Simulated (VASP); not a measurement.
# SiC (F-43m) in VASP: a series of runs

The runs below take SiC through single point, with PBE.

All numbers are computed with VASP 6.6.1; they aren't measurements. Logs are shortened: lines on timing, memory, paths and dates and some standing lists are left out, and cuts for length are marked.

## Step 1: The cell of the first run

Symmetry: F-43m, No. 216, cubic system. The conventional cell has a = 4.311 Å, b = 4.311 Å, c = 4.311 Å, α = 90.00°, β = 90.00°, γ = 90.00°. Within 2.5 Å of Si (site symmetry -43m) lie 4 C at 1.87 Å. Within 2.5 Å of C (site symmetry -43m) lie 4 Si at 1.87 Å.

## Step 2: Single point, PBE (volume scaled by 0.975)

Input file INCAR:

```
SYSTEM = SiC
  ALGO = Normal
  EDIFF = 1E-6
  ENCUT = 520
  GGA = PE
  ISIF = 2
  ISMEAR = -1
  LASPH = .True.
  LCHARG = .False.
  LREAL = .False.
  LWAVE = .False.
  NBANDS = 11
  NELM = 80
  PREC = Accurate
  SIGMA = 0.05
```

Input file KPOINTS:

```
k-points
0
Gamma
  16 16 16
  0 0 0
```

Input file POSCAR:

```
SiC
1.0
    0.0000000000      2.1557302287      2.1557302287
    2.1557302287      0.0000000000      2.1557302287
    2.1557302287      2.1557302287      0.0000000000
Si C
1 1
Direct
    0.0000000000      0.0000000000      0.0000000000
    0.7500000000      0.7500000000      0.7500000000
```

Potentials or basis: VASP PAW PBE potentials, release 64 (Si, C).

Run with:

```sh
> cat potpaw_PBE.64/Si/POTCAR potpaw_PBE.64/C/POTCAR > POTCAR
> mpirun -np 1 vasp_std > vasp.out
```

OUTCAR:

```text
SYSTEM = SiC
   EDIFF = 1E-6
   ENCUT = 520
   GGA = PE
   ISIF = 2
   ISMEAR = -1
   LASPH = .True.
   LREAL = .False.
   NELM = 80
   PREC = Accurate

 ion  position               nearest neighbor table
   1  0.000  0.000  0.000-   2 1.87   2 1.87   2 1.87   2 1.87
   2  0.750  0.750  0.750-   1 1.87   1 1.87   1 1.87   1 1.87

  LATTYP: Found a face centered cubic cell.
 ALAT       =     4.3114604574

  Lattice vectors:

 A1 = (   0.0000000000,   2.1557302287,   2.1557302287)
 A2 = (   2.1557302287,   0.0000000000,   2.1557302287)
 A3 = (   2.1557302287,   2.1557302287,   0.0000000000)

Analysis of symmetry for initial positions (statically):
=====================================================================
 Subroutine PRICEL returns:
 Original cell was already a primitive cell.

 Routine SETGRP: Setting up the symmetry group for a
 face centered cubic supercell.

 Subroutine GETGRP returns: Found 24 space group operations
 (whereof 24 operations were pure point group operations)
 out of a pool of 48 trial point group operations.

The static configuration has the point symmetry T_d .

Analysis of symmetry for dynamics (positions and initial velocities):
=====================================================================
 Subroutine PRICEL returns:
 Original cell was already a primitive cell.

 Routine SETGRP: Setting up the symmetry group for a
 face centered cubic supercell.

 Subroutine GETGRP returns: Found 24 space group operations
 (whereof 24 operations were pure point group operations)
 out of a pool of 48 trial point group operations.

The dynamic configuration has the point symmetry T_d .

 Subroutine INISYM returns: Found 24 space group operations
 (whereof 24 operations are pure point group operations),
 and found     1 'primitive' translations

----------------------------------------------------------------------------------------

                                     Primitive cell

  volume of cell :      20.0361

  direct lattice vectors                    reciprocal lattice vectors
     0.000000000  2.155730229  2.155730229    -0.231939968  0.231939968  0.231939968
     2.155730229  0.000000000  2.155730229     0.231939968 -0.231939968  0.231939968
     2.155730229  2.155730229  0.000000000     0.231939968  0.231939968 -0.231939968

  length of vectors
     3.048662926  3.048662926  3.048662926     0.401731809  0.401731809  0.401731809

  position of ions in fractional coordinates (direct lattice)
     0.000000000  0.000000000  0.000000000
     0.750000000  0.750000000  0.750000000

  ion indices of the primitive-cell ions
   primitive index   ion index
                 1           1
                 2           2

----------------------------------------------------------------------------------------

 KPOINTS: k-points

Automatic generation of k-mesh.
 Grid dimensions read from file:
 generate k-points for:   16   16   16

 Generating k-lattice:

  Cartesian coordinates                     Fractional coordinates (reciprocal lattice)
    -0.014496248  0.014496248  0.014496248     0.062500000  0.000000000  0.000000000
     0.014496248 -0.014496248  0.014496248     0.000000000  0.062500000  0.000000000
     0.014496248  0.014496248 -0.014496248     0.000000000  0.000000000  0.062500000

  Length of vectors
     0.025108238  0.025108238  0.025108238

  Shift w.r.t. Gamma in fractional coordinates (k-lattice)
     0.000000000  0.000000000  0.000000000

 Subroutine IBZKPT returns following result:
 ===========================================

 Found    145 irreducible k-points:

 Following reciprocal coordinates:
            Coordinates               Weight
  0.000000  0.000000  0.000000      1.000000
  0.062500  0.000000  0.000000      8.000000
  0.125000  0.000000  0.000000      8.000000
  0.187500  0.000000  0.000000      8.000000
  0.250000  0.000000  0.000000      8.000000
  0.312500  0.000000  0.000000      8.000000
[... 16 lines left out ...]
 -0.125000  0.062500  0.000000     24.000000
 -0.062500  0.062500  0.000000     12.000000
 [... further k-points ...]
   k-points           NKPTS =    145   k-points in BZ     NKDIM =    145   number of bands    NBANDS=     11
   number of dos      NEDOS =    301   number of ions     NIONS =      2
   total plane-waves  NPLWV =  13824
   dimension x,y,z NGX =    24 NGY =   24 NGZ =   24
   dimension x,y,z NGXF=    48 NGYF=   48 NGZF=   48
   ions per type =               1   1
   NGX,Y,Z   is equivalent  to a cutoff of  13.09, 13.09, 13.09 a.u.
   NGXF,Y,Z  is equivalent  to a cutoff of  26.17, 26.17, 26.17 a.u.
 SYSTEM =  SiC
   PREC   = accura    normal or accurate (medium, high low for compatibility)
   ISTART =      0    job   : 0-new  1-cont  2-samecut
   ICHARG =      2    charge: 1-file 2-atom 10-const
   ISPIN  =      1    spin polarized calculation?
   LNONCOLLINEAR =      F non collinear calculations
   LSORBIT =      F    spin-orbit coupling
   LASPH  =      T    aspherical Exc in radial PAW
   ENCUT  =  520.0 eV  38.22 Ry    6.18 a.u.   5.67  5.67  5.67*2*pi/ulx,y,z
   NELM   =     80;   NELMIN=  2; NELMDL= -5     # of ELM steps
   EDIFF  = 0.1E-05   stopping-criterion for ELM
   LREAL  =      F    real-space projection
   EDIFFG = 0.1E-04   stopping-criterion for IOM
   NSW    =      0    number of steps for IOM
   IBRION =     -1    ionic relax: 0-MD 1-quasi-New 2-CG
   NFREE  =      0    steps in history (QN), initial steepest desc. (CG)
   ISIF   =      2    stress and relaxation
   ISYM   =      2    0-nonsym 1-usesym 2-fastsym
   POTIM  = 0.5000    time-step for ionic-motion
   TEBEG  =    0.0;   TEEND  =   0.0 temperature during run
   PSTRESS=    0.0 pullay stress
   NELECT =       8.0000    total number of electrons
   NUPDOWN=      -1.0000    fix difference up-down
   EMIN   =  10.00;   EMAX   =-10.00  energy-range for DOS
   EFERMI =   0.00;   METHOD = LEGACY
   ISMEAR =    -1;   SIGMA  =   0.05  broadening in eV -4-tet -1-fermi 0-gaus
   EFERMI_NEDOS =   21; number of points for ismear=-14 and -15
   IALGO  =     38    algorithm
   IMIX   =      4    mixing-type and parameters
     AMIX     =   0.40;   BMIX     =  1.00
     AMIX_MAG =   1.60;   BMIX_MAG =  1.00
  volume/ion in A,a.u.               =      10.02        67.61
  Fermi-wavevector in a.u.,A,eV,Ry     =   1.205500  2.278064 19.772386  1.453229
  Thomas-Fermi vector in A             =   2.341194
   LORBIT       =      0    0 simple, 1 ext, 2 COOP (PROOUT), +10 PAW based schemes
   GGA     = PE    functional components
   LHFCALC =     F    Hartree Fock is set to
   AEXX    =    0.0000 exact exchange contribution
   IVDW    =     0    specifies the selected vdW correction
   LEPSILON=     F    determine dielectric tensor
   LRPA    =     F    only Hartree local field effects (RPA)
 non-spin polarized calculation
  energy-cutoff  :      520.00
  volume of cell :       20.04
 maximum number of plane-waves:       560
   NGX = 11   NGY = 11   NGZ = 11

 number of electron       8.0000000 magnetization

 Free energy of the ion-electron system (eV)
  ---------------------------------------------------
  ext. energy  EPLUGINS =         0.00000000
  ---------------------------------------------------
  free energy    TOTEN  =       -15.02916644 eV

  energy without entropy =      -15.02916643  energy(sigma->0) =      -15.02916644

 E-fermi :   9.1822     XC(G=0): -11.4976

 val. band max:        8.4722188237   @ k =   0.0000   0.0000   0.0000
 cond. band min:       9.7985452749   @ k =   0.5000   0.5000   0.0000
 fundamental gap:      1.3263264512
 Fermi energy:         9.1822373807

 k-point     1 :       0.0000    0.0000    0.0000
  band No.  band energies     occupation
      1      -7.1861      2.00000
      2       8.4722      2.00000
      3       8.4722      2.00000
      4       8.4722      2.00000
      5      15.0850      0.00000
      6      16.0074      0.00000
      7      16.0074      0.00000
      8      16.0074      0.00000
      9      23.1694      0.00000
     10      23.1694      0.00000
     11      25.4587      0.00000

 k-point     2 :       0.0625    0.0000    0.0000
  band No.  band energies     occupation
      1      -7.1077      2.00000
      2       8.0460      2.00000
      3       8.4174      2.00000
      4       8.4174      2.00000
      5      15.2417      0.00000
      6      16.0832      0.00000
      7      16.1124      0.00000
      8      16.1124      0.00000
      9      22.6699      0.00000
     10      22.6699      0.00000
     11      25.3313      0.00000

 k-point     3 :       0.1250    0.0000    0.0000
  band No.  band energies     occupation
      1      -6.8735      2.00000
      2       6.9792      2.00000
      3       8.2703      2.00000
      4       8.2703      2.00000
      5      15.2531      0.00000
      6      16.3646      0.00000
      7      16.3646      0.00000
      8      16.5997      0.00000
      9      21.9161      0.00000
     10      21.9161      0.00000
     11      24.7971      0.00000

 k-point     4 :       0.1875    0.0000    0.0000
  band No.  band energies     occupation
      1      -6.4877      2.00000
      2       5.6023      2.00000
      3       8.0713      2.00000
      4       8.0713      2.00000
      5      15.0203      0.00000
      6      16.5856      0.00000
      7      16.5856      0.00000
      8      17.4028      0.00000
      9      21.5307      0.00000
     10      21.5307      0.00000
     11      24.2259      0.00000

 k-point     5 :       0.2500    0.0000    0.0000
  band No.  band energies     occupation
      1      -5.9586      2.00000
      2       4.1238      2.00000
      3       7.8628      2.00000
      4       7.8629      2.00000
      5      14.7492      0.00000
      6      16.5853      0.00000
      7      16.5853      0.00000
      8      18.1138      0.00000
      9      21.7686      0.00000
     10      21.7686      0.00000
     11      23.9018      0.00000
[... 211 lines left out ...]
 k-point    21 :      -0.2500    0.0625    0.0000
  band No.  band energies     occupation
      1      -5.6860      2.00000
      2       3.6621      2.00000
      3       7.2226      2.00000
      4       7.9801      2.00000
      5      14.8957      0.00000
      6      16.4392      0.00000
      7      16.5463      0.00000
      8      18.2500      0.00000
      9      21.0880      0.00000
     10      22.8187      0.00000
     11      24.5771      0.00000

 k-point    22 :      -0.1875    0.0625    0.0000
  band No.  band energies     occupation
      1      -6.2585      2.00000
      2       5.1180      2.00000
      3       7.4398      2.00000
      4       8.1974      2.00000
      5      15.1553      0.00000
      6      16.4785      0.00000
      7      16.6209      0.00000
      8      17.6880      0.00000
      9      20.6785      0.00000
     10      22.2645      0.00000
     11      24.7954      0.00000

 k-point    23 :      -0.1250    0.0625    0.0000
  band No.  band energies     occupation
      1      -6.6925      2.00000
      2       6.4922      2.00000
      3       7.7155      2.00000
      4       8.3687      2.00000
      5      15.4060      0.00000
      6      16.2546      0.00000
      7      16.3203      0.00000
      8      17.2093      0.00000
      9      20.9361      0.00000
     10      22.1934      0.00000
     11      25.3369      0.00000

 k-point    24 :      -0.0625    0.0625    0.0000
  band No.  band energies     occupation
      1      -6.9773      2.00000
      2       7.5614      2.00000
      3       8.0592      2.00000
      4       8.4517      2.00000
      5      15.4255      0.00000
      6      15.9774      0.00000
      7      16.1367      0.00000
      8      16.6484      0.00000
      9      21.6953      0.00000
     10      22.5746      0.00000
     11      25.6949      0.00000

 [... further k-points ...]

------------------------ aborting loop because EDIFF is reached ----------------------------------------

  FORCE on cell =-STRESS in cart. coord.  units (eV):
  Direction    XX          YY          ZZ          XY          YZ          ZX
  --------------------------------------------------------------------------------------
  -------------------------------------------------------------------------------------
  Total        1.3651553      1.3651553      1.3651553     -0.0000000      0.0000000      0.0000000
  in kB      109.1639942    109.1639942    109.1639942     -0.0000000      0.0000000      0.0000000
  external PRESSURE =     109.1639942 kB  Pullay stress =       0.0000000 kB

 VOLUME and BASIS-vectors are now :
 -----------------------------------------------------------------------------
  energy-cutoff  :      520.00
  volume of cell :       20.04
      direct lattice vectors                 reciprocal lattice vectors
     0.000000000  2.155730229  2.155730229    -0.231939968  0.231939968  0.231939968
     2.155730229  0.000000000  2.155730229     0.231939968 -0.231939968  0.231939968
     2.155730229  2.155730229  0.000000000     0.231939968  0.231939968 -0.231939968

 POSITION                                       TOTAL-FORCE (eV/Angst)
 -----------------------------------------------------------------------------------
      0.00000      0.00000      0.00000        -0.000000     -0.000000     -0.000000
      3.23360      3.23360      3.23360         0.000000      0.000000      0.000000
 -----------------------------------------------------------------------------------
    total drift:                               -0.000000     -0.000000     -0.000000

  FREE ENERGIE OF THE ION-ELECTRON SYSTEM (eV)
  ---------------------------------------------------
  free  energy   TOTEN  =       -15.0291664429 eV

  energy  without entropy=      -15.0291664326  energy(sigma->0) =      -15.02916644
```

Run time: 9.7 s. Hardware: 1 thread of Intel Xeon Platinum 8559C (Emerald Rapids), shared host; peak memory 0.15 GiB.

What came out:

```
Free energy            : -15.0292 eV
Pressure               : 10.9 GPa
Band gap on the k mesh : 1.33 eV, indirect (least direct gap 4.57 eV)
```

 A k mesh can miss the band edges.

(Part 1 of 2 ends here.)
